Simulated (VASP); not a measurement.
# ZrB (Fm-3m) in VASP: a series of runs

The runs below take ZrB through single point, with HSE06, LDA, PBEsol, PBE.

Program: VASP 6.6.1. These are calculated values, not measurements. Logs are shortened: lines on timing, memory, paths and dates and some standing lists are left out, and cuts for length are marked.

## Step 1: The cell of the first run

Symmetry: Fm-3m, No. 225, cubic system. The conventional cell has a = 4.456 Å, b = 4.456 Å, c = 4.456 Å, α = 90.00°, β = 90.00°, γ = 90.00°. Within 2.9 Å of Zr (site symmetry m-3m) lie 6 B at 2.23 Å. B (site symmetry m-3m) has 6 Zr at 2.23 Å within 2.9 Å.

## Step 2: Single point, HSE06 (volume scaled by 0.88)

POSCAR reads:

```
ZrB
1.0
    0.0000000000      2.2280102335      2.2280102335
    2.2280102335      0.0000000000      2.2280102335
    2.2280102335      2.2280102335      0.0000000000
Zr B
1 1
Direct
    0.0000000000      0.0000000000      0.0000000000
    0.5000000000      0.5000000000      0.5000000000
```

INCAR.step1 reads:

```
ALGO = Normal
EDIFF = 1E-5
ENCUT = 520
GGA = PE
ISIF = 2
ISMEAR = 1
LASPH = T
LREAL = F
LWAVE = T
NBANDS = 14
NELM = 60
PREC = Accurate
SIGMA = 0.1
```

INCAR.step2 reads:

```
ALGO = Normal
EDIFF = 1E-6
ENCUT = 520
GGA = PE
HFSCREEN = 0.2079
ISIF = 2
ISMEAR = 1
ISTART = 1
LASPH = T
LCHARG = T
LELF = T
LHFCALC = T
LREAL = F
LVHAR = T
LWAVE = F
NBANDS = 14
NELM = 60
PREC = Accurate
PRECFOCK = Normal
SIGMA = 0.1
```

KPOINTS reads:

```
k-points
0
Gamma
  7 7 7
```

Potentials or basis: VASP PAW PBE potentials, release 64 (Zr_sv, B).

Command:

```
> cat potpaw_PBE.64/Zr_sv/POTCAR potpaw_PBE.64/B/POTCAR > POTCAR
> cp INCAR.step1 INCAR
> mpirun -np 1 vasp_std > vasp.out
> cp INCAR.step2 INCAR
> mpirun -np 1 vasp_std > vasp.out
```

OUTCAR:

```text
EDIFF = 1E-6
   ENCUT = 520
   GGA = PE
   HFSCREEN = 0.2079
   ISIF = 2
   ISMEAR = 1
   ISTART = 1
   LASPH = T
   LHFCALC = T
   LREAL = F
   NELM = 60
   PREC = Accurate
   PRECFOCK = Normal

 ion  position               nearest neighbor table
   1  0.000  0.000  0.000-   2 2.23   2 2.23   2 2.23   2 2.23   2 2.23   2 2.23
   2  0.500  0.500  0.500-   1 2.23   1 2.23   1 2.23   1 2.23   1 2.23   1 2.23

  LATTYP: Found a face centered cubic cell.
 ALAT       =     4.4560204670

  Lattice vectors:

 A1 = (   0.0000000000,   2.2280102335,   2.2280102335)
 A2 = (   2.2280102335,   0.0000000000,   2.2280102335)
 A3 = (   2.2280102335,   2.2280102335,   0.0000000000)

Analysis of symmetry for initial positions (statically):
=====================================================================
 Subroutine PRICEL returns:
 Original cell was already a primitive cell.

 Routine SETGRP: Setting up the symmetry group for a
 face centered cubic supercell.

 Subroutine GETGRP returns: Found 48 space group operations
 (whereof 48 operations were pure point group operations)
 out of a pool of 48 trial point group operations.

The static configuration has the point symmetry O_h .

Analysis of symmetry for dynamics (positions and initial velocities):
=====================================================================
 Subroutine PRICEL returns:
 Original cell was already a primitive cell.

 Routine SETGRP: Setting up the symmetry group for a
 face centered cubic supercell.

 Subroutine GETGRP returns: Found 48 space group operations
 (whereof 48 operations were pure point group operations)
 out of a pool of 48 trial point group operations.

The dynamic configuration has the point symmetry O_h .

 Subroutine INISYM returns: Found 48 space group operations
 (whereof 48 operations are pure point group operations),
 and found     1 'primitive' translations

----------------------------------------------------------------------------------------

                                     Primitive cell

  volume of cell :      22.1198

  direct lattice vectors                    reciprocal lattice vectors
     0.000000000  2.228010234  2.228010234    -0.224415486  0.224415486  0.224415486
     2.228010234  0.000000000  2.228010234     0.224415486 -0.224415486  0.224415486
     2.228010234  2.228010234  0.000000000     0.224415486  0.224415486 -0.224415486

  length of vectors
     3.150882289  3.150882289  3.150882289     0.388699024  0.388699024  0.388699024

  position of ions in fractional coordinates (direct lattice)
     0.000000000  0.000000000  0.000000000
     0.500000000  0.500000000  0.500000000

  ion indices of the primitive-cell ions
   primitive index   ion index
                 1           1
                 2           2

----------------------------------------------------------------------------------------

 KPOINTS: k-points

Automatic generation of k-mesh.
 Grid dimensions read from file:
 generate k-points for:    7    7    7

 Generating k-lattice:

  Cartesian coordinates                     Fractional coordinates (reciprocal lattice)
    -0.032059355  0.032059355  0.032059355     0.142857143  0.000000000  0.000000000
     0.032059355 -0.032059355  0.032059355     0.000000000  0.142857143  0.000000000
     0.032059355  0.032059355 -0.032059355     0.000000000  0.000000000  0.142857143

  Length of vectors
     0.055528432  0.055528432  0.055528432

  Shift w.r.t. Gamma in fractional coordinates (k-lattice)
     0.000000000  0.000000000  0.000000000

 Subroutine IBZKPT returns following result:
 ===========================================

 Found     20 irreducible k-points:

 Following reciprocal coordinates:
            Coordinates               Weight
  0.000000  0.000000  0.000000      1.000000
  0.142857  0.000000  0.000000      8.000000
  0.285714  0.000000  0.000000      8.000000
  0.428571  0.000000  0.000000      8.000000
  0.142857  0.142857  0.000000      6.000000
  0.285714  0.142857  0.000000     24.000000
[... 12 lines left out ...]
 -0.428571  0.428571  0.142857     24.000000
 -0.285714  0.428571  0.142857     24.000000
   k-points           NKPTS =     20   k-points in BZ     NKDIM =    343   number of bands    NBANDS=     14
   number of dos      NEDOS =    301   number of ions     NIONS =      2
   total plane-waves  NPLWV =  13824
   dimension x,y,z NGX =    24 NGY =   24 NGZ =   24
   dimension x,y,z NGXF=    48 NGYF=   48 NGZF=   48
   ions per type =               1   1
   NGX,Y,Z   is equivalent  to a cutoff of  12.66, 12.66, 12.66 a.u.
   NGXF,Y,Z  is equivalent  to a cutoff of  25.33, 25.33, 25.33 a.u.
 SYSTEM =  unknown system
   PREC   = accura    normal or accurate (medium, high low for compatibility)
   ISTART =      1    job   : 0-new  1-cont  2-samecut
   ICHARG =      0    charge: 1-file 2-atom 10-const
   ISPIN  =      1    spin polarized calculation?
   LNONCOLLINEAR =      F non collinear calculations
   LSORBIT =      F    spin-orbit coupling
   LASPH  =      T    aspherical Exc in radial PAW
   ENCUT  =  520.0 eV  38.22 Ry    6.18 a.u.   5.86  5.86  5.86*2*pi/ulx,y,z
   NELM   =     60;   NELMIN=  2; NELMDL=  0     # of ELM steps
   EDIFF  = 0.1E-05   stopping-criterion for ELM
   LREAL  =      F    real-space projection
   EDIFFG = 0.1E-04   stopping-criterion for IOM
   NSW    =      0    number of steps for IOM
   IBRION =     -1    ionic relax: 0-MD 1-quasi-New 2-CG
   NFREE  =      0    steps in history (QN), initial steepest desc. (CG)
   ISIF   =      2    stress and relaxation
   ISYM   =      3    0-nonsym 1-usesym 2-fastsym
   POTIM  = 0.5000    time-step for ionic-motion
   TEBEG  =    0.0;   TEEND  =   0.0 temperature during run
   PSTRESS=    0.0 pullay stress
   NELECT =      15.0000    total number of electrons
   NUPDOWN=      -1.0000    fix difference up-down
   EMIN   =  10.00;   EMAX   =-10.00  energy-range for DOS
   EFERMI =   0.00;   METHOD = LEGACY
   ISMEAR =     1;   SIGMA  =   0.10  broadening in eV -4-tet -1-fermi 0-gaus
   EFERMI_NEDOS =   21; number of points for ismear=-14 and -15
   IALGO  =     38    algorithm
   IMIX   =      1    mixing-type and parameters
     AMIX     =   0.40;   BMIX     =  1.00
     AMIX_MAG =   1.60;   BMIX_MAG =  1.00
  volume/ion in A,a.u.               =      11.06        74.64
  Fermi-wavevector in a.u.,A,eV,Ry     =   1.438284  2.717963 28.145851  2.068662
  Thomas-Fermi vector in A             =   2.557268
   LORBIT       =      0    0 simple, 1 ext, 2 COOP (PROOUT), +10 PAW based schemes
   GGA     = PE    functional components
   LHFCALC =     T    Hartree Fock is set to
   PRECFOCK=normal    Normal, Fast or Accurate (Low or Medium for compatibility)
   ENCUT4O =  -1.0   cutoff for four orbital integrals eV
   NKREDX  =     1    reduce k-point grid by
   NKREDY  =     1    reduce k-point grid by
   NKREDZ  =     1    reduce k-point grid by
   AEXX    =    0.2500 exact exchange contribution
   HFSCREEN=    0.2079 screening length (either q_TF or 0.3 A-1)
   HFSCREENC=   0.2079 screening length for correlation (either q_TF or 0.3 A-1)
   ENCUTFOCK=  -1.0 apply spherical cutoff to Coloumb kernel
   IVDW    =     0    specifies the selected vdW correction
   LEPSILON=     F    determine dielectric tensor
   LRPA    =     F    only Hartree local field effects (RPA)
 non-spin polarized calculation
 Methfessel and Paxton  Order N= 1 SIGMA  =   0.10
  energy-cutoff  :      520.00
  volume of cell :       22.12
 maximum number of plane-waves:       609
  NGX = 18; NGY = 18; NGZ = 18

 number of electron      15.0000000 magnetization

 Free energy of the ion-electron system (eV)
  ---------------------------------------------------
  ext. energy  EPLUGINS =         0.00000000
  ---------------------------------------------------
  free energy    TOTEN  =       -16.60064326 eV

  energy without entropy =      -16.60001967  energy(sigma->0) =      -16.60043540

 E-fermi :  10.1508     XC(G=0): -10.4886

 val. band max:       10.0950077929   @ k =  -0.1429   0.1429   0.0000
 cond. band min:      10.1789463613   @ k =   0.4286   0.2857   0.1429
 fundamental gap:      0.0839385684
 Fermi energy:        10.1508069307

 k-point     1 :       0.0000    0.0000    0.0000
  band No.  band energies     occupation
      1     -39.4430      2.00000
      2     -15.6266      2.00000
      3     -15.6266      2.00000
      4     -15.6266      2.00000
      5       0.3420      2.00000
      6      12.9007      0.00000
      7      12.9007      0.00000
      8      12.9007      0.00000
      9      14.9860      0.00000
     10      14.9860      0.00000
     11      14.9860      0.00000
     12      15.0259      0.00000
     13      15.0259      0.00000
     14      22.5221      0.00000

 k-point     2 :       0.1429    0.0000    0.0000
  band No.  band energies     occupation
      1     -39.4002      2.00000
      2     -15.9653      2.00000
      3     -15.6531      2.00000
      4     -15.6531      2.00000
      5       1.0645      2.00000
      6      11.1039     -0.00000
      7      11.6849     -0.00000
      8      11.6849     -0.00000
      9      13.8418      0.00000
     10      13.8418      0.00000
     11      15.7677      0.00000
     12      18.6685      0.00000
     13      18.6685      0.00000
     14      24.1939      0.00000
[... 275 lines left out ...]
      1     -39.1440      2.00000
      2     -16.9150      2.00000
      3     -16.3292      2.00000
      4     -16.1417      2.00000
      5       3.1116      2.00000
      6       8.7583      2.00000
      7       8.9950      2.00000
      8      10.7348     -0.00000
      9      14.7430      0.00000
     10      18.7089      0.00000
     11      19.5613      0.00000
     12      19.9005      0.00000
     13      24.2876      0.00000
     14      27.3343      0.00000

 k-point    20 :      -0.2857    0.4286    0.1429
  band No.  band energies     occupation
      1     -39.1372      2.00000
      2     -16.7156      2.00000
      3     -16.6359      2.00000
      4     -16.1065      2.00000
      5       3.7068      2.00000
      6       8.1390      2.00000
      7       9.2206      2.00000
      8       9.7159      2.00000
      9      15.9695      0.00000
     10      17.3903      0.00000
     11      19.5773      0.00000
     12      21.6633      0.00000
     13      23.3815      0.00000
     14      27.9216      0.00000

------------------------ aborting loop because EDIFF is reached ----------------------------------------

  FORCE on cell =-STRESS in cart. coord.  units (eV):
  Direction    XX          YY          ZZ          XY          YZ          ZX
  --------------------------------------------------------------------------------------
  -------------------------------------------------------------------------------------
  Total       10.9112074     10.9112074     10.9112074     -0.0000000      0.0000000      0.0000000
  in kB      790.3179653    790.3179653    790.3179653     -0.0000000      0.0000000      0.0000000
  external PRESSURE =     790.3179653 kB  Pullay stress =       0.0000000 kB

 VOLUME and BASIS-vectors are now :
 -----------------------------------------------------------------------------
  energy-cutoff  :      520.00
  volume of cell :       22.12
      direct lattice vectors                 reciprocal lattice vectors
     0.000000000  2.228010234  2.228010234    -0.224415486  0.224415486  0.224415486
     2.228010234  0.000000000  2.228010234     0.224415486 -0.224415486  0.224415486
     2.228010234  2.228010234  0.000000000     0.224415486  0.224415486 -0.224415486

 POSITION                                       TOTAL-FORCE (eV/Angst)
 -----------------------------------------------------------------------------------
      0.00000      0.00000      0.00000         0.000000      0.000000     -0.000000
      2.22801      2.22801      2.22801        -0.000000     -0.000000      0.000000
 -----------------------------------------------------------------------------------
    total drift:                               -0.000000     -0.000000     -0.000000

  FREE ENERGIE OF THE ION-ELECTRON SYSTEM (eV)
  ---------------------------------------------------
  free  energy   TOTEN  =       -16.6006432633 eV

  energy  without entropy=      -16.6000196701  energy(sigma->0) =      -16.60043540
```

Wall time 39 min (1 thread of Intel Xeon Platinum 8259CL at 2.50GHz (Skylake/Cascade Lake), shared host); peak memory 0.25 GiB.

Results:

- Free energy: -16.6006 eV
- Pressure: 79.0 GPa

Levels at points of the mesh, in eV from the Fermi level:
```
           k point  band 5  band 6  band 7  band 8  band 9  band 10
(0.00, 0.00, 0.00)   -9.81    2.75    2.75    2.75    4.84     4.84
```

Caveat: the PAW data sets were made with another functional, which shifts forces and pressure a little.

(Part 1 of 2 ends here.)
